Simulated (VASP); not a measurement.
TmI4:

```xyz
10
Lattice="3.7334 -7.9470 0.0000 3.7334 7.9470 0.0000 0.0000 0.0000 6.9082" Properties=species:S:1:pos:R:3 pbc="T T T"
Tm    3.7334    0.0000    0.0000
Tm    0.0000    0.0000    3.4541
I     5.9204   -1.7814    1.0796
I     1.5464    1.7814    1.0796
I     2.1870    1.7814    4.5338
I     5.2798   -1.7814    4.5338
I     2.1870   -1.7814    2.3745
I     5.2798    1.7814    2.3745
I     1.5464   -1.7814    5.8286
I     5.9204    1.7814    5.8286
```

The cell was generated, and may not be a known phase.

```yaml
Program: VASP 6.6.1
Task: relaxation of cell and atoms
Functional: PBE
Potentials_or_basis: VASP PAW PBE potentials, release 64 (Tm_3, I), 4f in core
Cutoff: 500 eV
k_mesh: 6 × 6 × 6
Occupations: gaussian, width 0.1 eV
Spin: no spin polarisation
```

At the start: pressure 0.4 GPa; volume 40.99 Å³/atom.

**Question.** Where does the relaxation end?

**Answer.** Over 23 steps the energy falls by 4.6 meV/atom and the volume is 44.54 Å³/atom (+8.6 %); space group Ccce (No. 68, to 0.1 Å) before and after.

Step by step:
| step | energy change (eV) | largest force (eV/Å) | pressure (GPa) | volume (Å³) |
| --- | --- | --- | --- | --- |
| 1 | 0.0000 | 0.0307 | 0.40 | 409.92 |
| 2 | -0.0150 | 0.0541 | -0.01 | 416.07 |
| 3 | -0.0156 | 0.0700 | -0.11 | 417.62 |
| 4 | -0.0202 | 0.0552 | -0.01 | 417.31 |
| 5 | -0.0212 | 0.0441 | 0.06 | 417.08 |
| 6 | -0.0234 | 0.0449 | 0.05 | 418.14 |
| 7 | -0.0288 | 0.0485 | 0.03 | 421.30 |
| 8 | -0.0353 | 0.0564 | 0.00 | 427.63 |
| 9 | -0.0352 | 0.0748 | -0.03 | 440.25 |
| 10 | -0.0374 | 0.0620 | -0.02 | 433.22 |
| 11 | -0.0396 | 0.0489 | 0.00 | 434.40 |
| 12 | -0.0426 | 0.0250 | 0.03 | 436.95 |
| 13 | -0.0413 | 0.0563 | 0.10 | 442.09 |
| 14 | -0.0433 | 0.0243 | 0.05 | 438.80 |
| 15 | -0.0437 | 0.0212 | 0.00 | 440.20 |
| 16 | -0.0437 | 0.0205 | -0.04 | 441.31 |
| 17 | -0.0442 | 0.0181 | -0.04 | 441.90 |
| 18 | -0.0450 | 0.0137 | -0.04 | 443.68 |
| 19 | -0.0449 | 0.0224 | -0.03 | 447.24 |
| 20 | -0.0453 | 0.0151 | -0.04 | 445.31 |
| 21 | -0.0453 | 0.0131 | 0.06 | 444.59 |
| 22 | -0.0455 | 0.0072 | 0.02 | 444.90 |
| 23 | -0.0455 | 0.0052 | 0.00 | 445.37 |

Final structure:
```
Tm I
1.0
     3.71841   -8.53185    0.00000
     3.71841    8.53185    0.00000
     0.00000    0.00000    7.01927
Tm I
2 8
Direct
  0.50000 0.50000 0.00000
  0.00000 0.00000 0.50000
  0.89422 0.68311 0.15561
  0.10578 0.31689 0.15561
  0.18311 0.39422 0.65561
  0.81689 0.60578 0.65561
  0.39422 0.18311 0.34439
  0.60578 0.81689 0.34439
  0.31689 0.10578 0.84439
  0.68311 0.89422 0.84439
```

Caveat: the run has no spin polarisation, though such a crystal can be magnetic.
